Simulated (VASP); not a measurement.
# Pt in VASP: notebook

Runs on Pt. Level: LDA. Tasks: single point.

Everything below comes from runs of VASP 6.6.1. Logs are shortened: lines on timing, memory, paths and dates and some standing lists are left out, and cuts for length are marked.

## (1) The cell of the first run

It takes space group I4/mmm (No. 139, tetragonal). Conventional cell: a = 2.753 Å, b = 2.753 Å, c = 3.826 Å, α = 90.00°, β = 90.00°, γ = 90.00°. Within 3.6 Å of Pt (site symmetry 4/mmm) lie 12 Pt at 2.73 to 2.75 Å.

## (2) Single point, LDA (normal strain along x +0.0000, normal strain along z -0.0175)

Contents of INCAR:

```
PREC     = Accurate       # precision mode
ENCUT    = 520            # plane-wave cutoff, eV
EDIFF    = 1E-6           # SCF threshold, eV
ISMEAR   = 0              # smearing method
SIGMA    = 0.15           # smearing width, eV
LREAL    = False          # projectors in reciprocal space
LASPH    = True           # aspherical terms in the spheres
NELM     = 100            # most SCF steps
ALGO     = Normal         # electronic algorithm
ISIF     = 2              # what is computed and relaxed
LWAVE    = False          # write WAVECAR
LCHARG   = True           # write CHGCAR
GGA      = CA             # functional
LELF     = True           # ELF
LVHAR    = True         
NBANDS   = 11             # bands
```

Contents of KPOINTS:

```
regular mesh
0
Gamma
  20 20 20
```

Contents of POSCAR:

```
Pt
1.0
    0.0000000000      1.9468328700      1.9127632948
    1.9468328700      0.0000000000      1.9127632948
    1.9468328700      1.9468328700      0.0000000000
Pt
1
Direct
    0.0000000000      0.0000000000      0.0000000000
```

Potentials or basis: VASP PAW LDA potentials, release 64 (Pt).

On the command line:

```console
> cat potpaw_LDA.64/Pt/POTCAR > POTCAR
> mpirun -np 1 vasp_std > vasp.out
```

OUTCAR:

```text
PREC = Accurate
   ENCUT = 520
   EDIFF = 1E-6
   ISMEAR = 0
   LREAL = False
   LASPH = True
   NELM = 100
   ISIF = 2
   GGA = CA

 ion  position               nearest neighbor table
   1  0.000  0.000  0.000-

  LATTYP: Found a body centered tetragonal cell.
 ALAT       =     2.7532374484
 C/A-ratio  =     1.3894648250

  Lattice vectors:

 A1 = (   0.0000000000,  -1.9468328700,  -1.9127632948)
 A2 = (   0.0000000000,   1.9468328700,  -1.9127632948)
 A3 = (   1.9468328700,   0.0000000000,   1.9127632948)

Analysis of symmetry for initial positions (statically):
=====================================================================
 Subroutine PRICEL returns:
 Original cell was already a primitive cell.

 Routine SETGRP: Setting up the symmetry group for a
 body centered tetragonal supercell.

 Subroutine GETGRP returns: Found 16 space group operations
 (whereof 16 operations were pure point group operations)
 out of a pool of 16 trial point group operations.

The static configuration has the point symmetry D_4h.

Analysis of symmetry for dynamics (positions and initial velocities):
=====================================================================
 Subroutine PRICEL returns:
 Original cell was already a primitive cell.

 Routine SETGRP: Setting up the symmetry group for a
 body centered tetragonal supercell.

 Subroutine GETGRP returns: Found 16 space group operations
 (whereof 16 operations were pure point group operations)
 out of a pool of 16 trial point group operations.

The dynamic configuration has the point symmetry D_4h.

 Subroutine INISYM returns: Found 16 space group operations
 (whereof 16 operations are pure point group operations),
 and found     1 'primitive' translations

----------------------------------------------------------------------------------------

                                     Primitive cell

  volume of cell :      14.4994

  direct lattice vectors                    reciprocal lattice vectors
     0.000000000  1.946832870  1.912763295    -0.256827388  0.256827388  0.261401921
     1.946832870  0.000000000  1.912763295     0.256827388 -0.256827388  0.261401921
     1.946832870  1.946832870  0.000000000     0.256827388  0.256827388 -0.261401921

  length of vectors
     2.729252946  2.729252946  2.753237448     0.447494780  0.447494780  0.447494780

  position of ions in fractional coordinates (direct lattice)
     0.000000000  0.000000000  0.000000000

  ion indices of the primitive-cell ions
   primitive index   ion index
                 1           1

----------------------------------------------------------------------------------------

 KPOINTS: regular mesh

Automatic generation of k-mesh.
 Grid dimensions read from file:
 generate k-points for:   20   20   20

 Generating k-lattice:

  Cartesian coordinates                     Fractional coordinates (reciprocal lattice)
    -0.012841369  0.012841369  0.013070096     0.050000000  0.000000000  0.000000000
     0.012841369 -0.012841369  0.013070096     0.000000000  0.050000000  0.000000000
     0.012841369  0.012841369 -0.013070096     0.000000000  0.000000000  0.050000000

  Length of vectors
     0.022374739  0.022374739  0.022374739

  Shift w.r.t. Gamma in fractional coordinates (k-lattice)
     0.000000000  0.000000000  0.000000000

 Subroutine IBZKPT returns following result:
 ===========================================

 Found    641 irreducible k-points:

 Following reciprocal coordinates:
            Coordinates               Weight
  0.000000  0.000000  0.000000      1.000000
  0.050000 -0.000000  0.000000      8.000000
  0.100000 -0.000000  0.000000      8.000000
  0.150000  0.000000  0.000000      8.000000
  0.200000 -0.000000  0.000000      8.000000
  0.250000 -0.000000  0.000000      8.000000
[... 16 lines left out ...]
 -0.400000  0.050000  0.000000      8.000000
 -0.350000  0.050000  0.000000      8.000000
 [... further k-points ...]
   k-points           NKPTS =    641   k-points in BZ     NKDIM =    641   number of bands    NBANDS=     11
   number of dos      NEDOS =    301   number of ions     NIONS =      1
   total plane-waves  NPLWV =   8000
   dimension x,y,z NGX =    20 NGY =   20 NGZ =   20
   dimension x,y,z NGXF=    40 NGYF=   40 NGZF=   40
   ions per type =               1
   NGX,Y,Z   is equivalent  to a cutoff of  12.18, 12.18, 12.08 a.u.
   NGXF,Y,Z  is equivalent  to a cutoff of  24.37, 24.37, 24.15 a.u.
 SYSTEM =  unknown system
   PREC   = accura    normal or accurate (medium, high low for compatibility)
   ISTART =      0    job   : 0-new  1-cont  2-samecut
   ICHARG =      2    charge: 1-file 2-atom 10-const
   ISPIN  =      1    spin polarized calculation?
   LNONCOLLINEAR =      F non collinear calculations
   LSORBIT =      F    spin-orbit coupling
   LASPH  =      T    aspherical Exc in radial PAW
   ENCUT  =  520.0 eV  38.22 Ry    6.18 a.u.   5.07  5.07  5.12*2*pi/ulx,y,z
   NELM   =    100;   NELMIN=  2; NELMDL= -5     # of ELM steps
   EDIFF  = 0.1E-05   stopping-criterion for ELM
   LREAL  =      F    real-space projection
   EDIFFG = 0.1E-04   stopping-criterion for IOM
   NSW    =      0    number of steps for IOM
   IBRION =     -1    ionic relax: 0-MD 1-quasi-New 2-CG
   NFREE  =      0    steps in history (QN), initial steepest desc. (CG)
   ISIF   =      2    stress and relaxation
   ISYM   =      2    0-nonsym 1-usesym 2-fastsym
   POTIM  = 0.5000    time-step for ionic-motion
   TEBEG  =    0.0;   TEEND  =   0.0 temperature during run
   PSTRESS=    0.0 pullay stress
   NELECT =      10.0000    total number of electrons
   NUPDOWN=      -1.0000    fix difference up-down
   EMIN   =  10.00;   EMAX   =-10.00  energy-range for DOS
   EFERMI =   0.00;   METHOD = LEGACY
   ISMEAR =     0;   SIGMA  =   0.15  broadening in eV -4-tet -1-fermi 0-gaus
   EFERMI_NEDOS =   21; number of points for ismear=-14 and -15
   IALGO  =     38    algorithm
   IMIX   =      4    mixing-type and parameters
     AMIX     =   0.40;   BMIX     =  1.00
     AMIX_MAG =   1.60;   BMIX_MAG =  1.00
  volume/ion in A,a.u.               =      14.50        97.85
  Fermi-wavevector in a.u.,A,eV,Ry     =   1.446412  2.733322 28.464848  2.092107
  Thomas-Fermi vector in A             =   2.564483
   LORBIT       =      0    0 simple, 1 ext, 2 COOP (PROOUT), +10 PAW based schemes
   GGA     = CA    functional components
   LHFCALC =     F    Hartree Fock is set to
   AEXX    =    0.0000 exact exchange contribution
   IVDW    =     0    specifies the selected vdW correction
   LEPSILON=     F    determine dielectric tensor
   LRPA    =     F    only Hartree local field effects (RPA)
 non-spin polarized calculation
 Gauss-broadening in eV      SIGMA  =   0.15
  energy-cutoff  :      520.00
  volume of cell :       14.50
 maximum number of plane-waves:       401
   NGX = 11   NGY = 11   NGZ = 11

 number of electron      10.0000000 magnetization

 number of electron       9.9999999 magnetization

 Free energy of the ion-electron system (eV)
  ---------------------------------------------------
  ext. energy  EPLUGINS =         0.00000000
  ---------------------------------------------------
  free energy    TOTEN  =        -7.50870054 eV

  energy without entropy =       -7.49037968  energy(sigma->0) =       -7.49954011

 E-fermi :  11.9329     XC(G=0): -13.9161

 val. band max:       11.9272263941   @ k =   0.4500  -0.0000   0.0000
 cond. band min:      11.9359181096   @ k =  -0.4500   0.2500   0.0000
 fundamental gap:      0.0086917155
 Fermi energy:        11.9329265907

 k-point     1 :       0.0000    0.0000    0.0000
  band No.  band energies     occupation
      1       1.2281      2.00000
      2       7.7849      2.00000
      3       7.7849      2.00000
      4       8.0035      2.00000
      5      10.0618      2.00000
      6      10.3220      2.00000
      7      26.4261      0.00000
      8      31.4039      0.00000
      9      31.4039      0.00000
     10      31.9010      0.00000
     11      37.1744      0.00000

 k-point     2 :       0.0500   -0.0000    0.0000
  band No.  band energies     occupation
      1       1.3333      2.00000
      2       7.7615      2.00000
      3       7.8280      2.00000
      4       8.0206      2.00000
      5      10.0390      2.00000
      6      10.2936      2.00000
      7      26.5967      0.00000
      8      30.9791      0.00000
      9      31.5699      0.00000
     10      31.9448      0.00000
     11      37.8050      0.00000

 k-point     3 :       0.1000   -0.0000    0.0000
  band No.  band energies     occupation
      1       1.6410      2.00000
      2       7.6589      2.00000
      3       7.9436      2.00000
      4       8.1098      2.00000
      5       9.9888      2.00000
      6      10.2249      2.00000
      7      27.0732      0.00000
      8      29.8165      0.00000
      9      32.0568      0.00000
     10      32.3968      0.00000
     11      38.8930      0.00000

 k-point     4 :       0.1500    0.0000    0.0000
  band No.  band energies     occupation
      1       2.1240      2.00000
      2       7.5093      2.00000
      3       8.0850      2.00000
      4       8.2494      2.00000
      5       9.9672      2.00000
      6      10.1673      2.00000
      7      27.7333      0.00000
      8      28.4301      0.00000
      9      32.8308      0.00000
     10      33.1673      0.00000
     11      37.9369      0.00000
[... 239 lines left out ...]
 k-point    22 :      -0.4500    0.0500    0.0000
  band No.  band energies     occupation
      1       4.2282      2.00000
      2       7.7644      2.00000
      3       7.8469      2.00000
      4      10.4832      2.00000
      5      11.8973      1.26283
      6      12.5859      0.00000
      7      18.3449      0.00000
      8      26.2206      0.00000
      9      30.9387      0.00000
     10      31.1338      0.00000
     11      40.6484      0.00000

 k-point    23 :      -0.4000    0.0500    0.0000
  band No.  band energies     occupation
      1       4.2289      2.00000
      2       7.8223      2.00000
      3       7.9219      2.00000
      4       9.8064      2.00000
      5      11.5623      1.99952
      6      12.1920      0.01457
      7      19.6250      0.00000
      8      26.4961      0.00000
      9      31.2360      0.00000
     10      31.9716      0.00000
     11      39.4153      0.00000

 k-point    24 :      -0.3500    0.0500    0.0000
  band No.  band energies     occupation
      1       4.1833      2.00000
      2       7.9297      2.00000
      3       8.0425      2.00000
      4       8.8435      2.00000
      5      11.1012      2.00000
      6      11.7527      1.91067
      7      21.3672      0.00000
      8      27.0028      0.00000
      9      31.9089      0.00000
     10      33.2442      0.00000
     11      37.7832      0.00000

 [... further k-points ...]

------------------------ aborting loop because EDIFF is reached ----------------------------------------

  FORCE on cell =-STRESS in cart. coord.  units (eV):
  Direction    XX          YY          ZZ          XY          YZ          ZX
  --------------------------------------------------------------------------------------
  -------------------------------------------------------------------------------------
  Total        0.5452504      0.5452504      0.7198406      0.0000000      0.0000000     -0.0000000
  in kB       60.2501346     60.2501346     79.5423381      0.0000000      0.0000000     -0.0000000
  external PRESSURE =      66.6808691 kB  Pullay stress =       0.0000000 kB

 VOLUME and BASIS-vectors are now :
 -----------------------------------------------------------------------------
  energy-cutoff  :      520.00
  volume of cell :       14.50
      direct lattice vectors                 reciprocal lattice vectors
     0.000000000  1.946832870  1.912763295    -0.256827388  0.256827388  0.261401921
     1.946832870  0.000000000  1.912763295     0.256827388 -0.256827388  0.261401921
     1.946832870  1.946832870  0.000000000     0.256827388  0.256827388 -0.261401921

 POSITION                                       TOTAL-FORCE (eV/Angst)
 -----------------------------------------------------------------------------------
      0.00000      0.00000      0.00000         0.000000     -0.000000     -0.000000
 -----------------------------------------------------------------------------------
    total drift:                               -0.000000     -0.000000     -0.000000

  FREE ENERGIE OF THE ION-ELECTRON SYSTEM (eV)
  ---------------------------------------------------
  free  energy   TOTEN  =        -7.5087005394 eV

  energy  without entropy=       -7.4903796822  energy(sigma->0) =       -7.49954011
```

It took 49 s on 1 thread of AMD EPYC 7R13 (Zen 3), shared host; peak memory 0.18 GiB.

What came out:

```
Free energy            : -7.5087 eV
Pressure               : 6.7 GPa
Band gap on the k mesh : zero (bands 5 and 6 overlap by 2.42 eV)
```

Caveat: the cell differs from its parent crystal (normal strain along x +0.0000, normal strain along z -0.0175); the cell stands under pressure; spin-orbit coupling is left out, which moves the levels of the heavy elements.

## (3) Single point, LDA (normal strain along x +0.0550, normal strain along z +0.0175)

Contents of INCAR:

```
SYSTEM = Pt
  PREC = Accurate
  ENCUT = 520
  EDIFF = 1E-6
  ISMEAR = 0
  SIGMA = 0.15
  LREAL = .FALSE.
  LASPH = .TRUE.
  NELM = 100
  ALGO = Fast
  ISIF = 2
  LWAVE = .FALSE.
  LCHARG = .FALSE.
  NBANDS = 11
```

Contents of KPOINTS:

```
Automatic mesh
0
G
  20 20 20
  0 0 0
```

Contents of POSCAR:

```
Pt
1.0
    0.0000000000      1.9468328700      1.9809024452
    2.0539086778      0.0000000000      1.9809024452
    2.0539086778      1.9468328700      0.0000000000
Pt
1
Direct
    0.0000000000      0.0000000000      0.0000000000
```

Potentials or basis: VASP PAW LDA potentials, release 64 (Pt).

On the command line:

```console
> cat potpaw_LDA.64/Pt/POTCAR > POTCAR
> mpirun -np 1 vasp_std > vasp.out
```

It took 2.3 min on 1 thread of Intel Xeon Platinum 8488C (Sapphire Rapids), shared host; peak memory 0.31 GiB.

Results (log left out):

```
Free energy            : -7.4501 eV
Pressure               : -17.1 GPa
Band gap on the k mesh : zero (bands 5 and 6 overlap by 2.22 eV)
```

Stress tensor (GPa, compression positive):
```
-19.83   0.00   0.00
  0.00 -15.33   0.00
  0.00   0.00 -16.16
```

Levels at points of the mesh, in eV from the Fermi level:
```tsv
k point	band 1	band 2	band 3	band 4	band 5	band 6	band 7	band 8	band 9	band 10
(0.00, 0.00, 0.00)	-9.70	-3.85	-3.43	-3.24	-1.82	-1.20	14.79	18.72	19.53	19.96
(0.50, 0.00, 0.00)	-6.85	-3.81	-3.30	-0.27	-0.08	0.16	5.48	14.24	18.16	19.06
(0.50, 0.50, 0.00)	-6.55	-6.12	-0.02	0.20	0.69	1.98	8.52	10.96	11.24	19.59
(0.50, 0.00, 0.50)	-6.52	-6.13	-0.01	0.28	0.63	2.31	8.94	10.69	10.87	19.31
(0.00, 0.50, 0.50)	-6.62	-6.16	0.06	0.36	0.49	1.33	7.61	11.67	11.78	20.05
```

Caveat: the cell differs from its parent crystal (normal strain along x +0.0550, normal strain along z +0.0175); the cell stands under tension; spin-orbit coupling is left out, which moves the levels of the heavy elements.

## (4) Single point, LDA (normal strain along x +0.0275, normal strain along z +0.0525)

Contents of INCAR:

```
SYSTEM = Pt
  ALGO = Fast
  EDIFF = 1E-7
  ENCUT = 520
  ISIF = 2
  ISMEAR = 0
  LASPH = .TRUE.
  LCHARG = .TRUE.
  LELF = .TRUE.
  LREAL = .FALSE.
  LVHAR = .TRUE.
  LWAVE = .FALSE.
  NBANDS = 11
  NELM = 60
  PREC = Accurate
  SIGMA = 0.15
```

Contents of KPOINTS:

```
k-points
0
G
  20 20 20
  0 0 0
```

Contents of POSCAR:

```
Pt
1.0
    0.0000000000      1.9468328700      2.0490415957
    2.0003707739      0.0000000000      2.0490415957
    2.0003707739      1.9468328700      0.0000000000
Pt
1
Direct
    0.0000000000      0.0000000000      0.0000000000
```

On the command line:

```console
> cat potpaw_LDA.64/Pt/POTCAR > POTCAR
> mpirun -np 1 vasp_std > vasp.out
```

It took 2.2 min on 1 thread of Intel Xeon Platinum 8488C (Sapphire Rapids), shared host; peak memory 0.31 GiB.

The run converged. Its results:

| Item | Value |
| --- | --- |
| Free energy | -7.4382 eV |
| Pressure | -18.7 GPa |
| Band gap on the k mesh | zero (bands 5 and 6 overlap by 2.19 eV) |

Stress tensor (GPa, compression positive):
```
-18.31   0.00   0.00
  0.00 -16.92   0.00
  0.00   0.00 -20.75
```

Levels at points of the mesh, in eV from the Fermi level:
```
           k point  band 2  band 3  band 4  band 5  band 6  band 7  band 8  band 9
(0.00, 0.00, 0.00)   -3.75   -3.47   -3.18   -1.77   -1.21   14.80   18.81   19.34
(0.50, 0.00, 0.00)   -3.75   -3.27   -0.25   -0.08    0.15    5.42   14.26   18.10
(0.50, 0.50, 0.00)   -6.08    0.04    0.31    0.52    1.43    7.66   11.54   11.69
(0.50, 0.00, 0.50)   -6.07    0.00    0.33    0.57    2.37    8.92   10.65   10.76
(0.00, 0.50, 0.50)   -6.05   -0.01    0.21    0.66    1.86    8.26   11.07   11.33
```

Caveat: the cell differs from its parent crystal (normal strain along x +0.0275, normal strain along z +0.0525); the cell stands under tension; spin-orbit coupling is left out, which moves the levels of the heavy elements.

## (5) Single point, LDA (normal strain along x +0.0550, normal strain along z +0.0350)

Contents of INCAR:

```
ALGO     = Fast           # electronic algorithm
EDIFF    = 1E-7           # SCF threshold, eV
ENCUT    = 520            # plane-wave cutoff, eV
ISIF     = 2              # what is computed and relaxed
ISMEAR   = 0              # smearing method
LASPH    = T              # aspherical terms in the spheres
LCHARG   = T              # write CHGCAR
LELF     = T              # ELF
LREAL    = F              # projectors in reciprocal space
LVHAR    = T            
LWAVE    = F              # write WAVECAR
NBANDS   = 11             # bands
NELM     = 100            # most SCF steps
PREC     = Accurate       # precision mode
SIGMA    = 0.15           # smearing width, eV
```

Contents of KPOINTS:

```
k-points
0
Gamma
  20 20 20
```

Contents of POSCAR:

```
Pt
1.0
    0.0000000000      1.9468328700      2.0149720204
    2.0539086778      0.0000000000      2.0149720204
    2.0539086778      1.9468328700      0.0000000000
Pt
1
Direct
    0.0000000000      0.0000000000      0.0000000000
```

On the command line:

```console
> cat potpaw_LDA.64/Pt/POTCAR > POTCAR
> mpirun -np 1 vasp_std > vasp.out
```

It took 2.4 min on 1 thread of Intel Xeon Platinum 8488C (Sapphire Rapids), shared host; peak memory 0.31 GiB.

It converged, with:

| Quantity | Value |
| --- | --- |
| Free energy | -7.4191 eV |
| Pressure | -20.5 GPa |
| Band gap on the k mesh | zero (bands 5 and 6 overlap by 2.16 eV) |

Stress tensor (GPa, compression positive):
```
-22.34   0.00   0.00
  0.00 -18.70   0.00
  0.00   0.00 -20.44
```

Levels at points of the mesh, in eV from the Fermi level:
```tsv
k point	band 3	band 4	band 5	band 6	band 7	band 8
(0.00, 0.00, 0.00)	-3.46	-3.10	-1.76	-1.18	14.83	18.81
(0.50, 0.00, 0.00)	-3.20	-0.20	-0.09	0.16	5.35	14.28
(0.50, 0.50, 0.00)	-0.01	0.20	0.65	1.81	8.06	11.11
(0.50, 0.00, 0.50)	0.00	0.35	0.54	2.45	8.89	10.58
(0.00, 0.50, 0.50)	0.03	0.28	0.54	1.47	7.59	11.48
```

Caveat: the cell differs from its parent crystal (normal strain along x +0.0550, normal strain along z +0.0350); the cell stands under tension; spin-orbit coupling is left out, which moves the levels of the heavy elements.

## (6) The runs side by side

| cell | gap on the mesh (eV) | pressure (GPa) |
| --- | --- | --- |
| a = 2.729, b = 2.729, c = 2.753 Å, angles 59.7, 59.7, 60.6°, 1 atom | none | 6.7 |
| a = 2.777, b = 2.854, c = 2.830 Å, angles 58.5, 61.2, 60.3°, 1 atom | none | -17.1 |
| a = 2.826, b = 2.864, c = 2.791 Å, angles 60.0, 61.3, 58.8°, 1 atom | none | -18.7 |
| a = 2.802, b = 2.877, c = 2.830 Å, angles 58.8, 61.4, 59.8°, 1 atom | none | -20.5 |

Alike in all rows: task single point; level LDA; potentials or basis VASP PAW LDA potentials, release 64 (Pt); no spin polarisation; k mesh 20 × 20 × 20; cutoff (eV) 520; smearing gaussian 0.15 eV.

Caveats: spin-orbit coupling is left out, which moves the levels of the heavy elements; the cell stands under tension (at least some runs); the cell stands under pressure (at least some runs).

Total energies depend on the potentials used, so only differences within one code and one set of settings carry meaning.
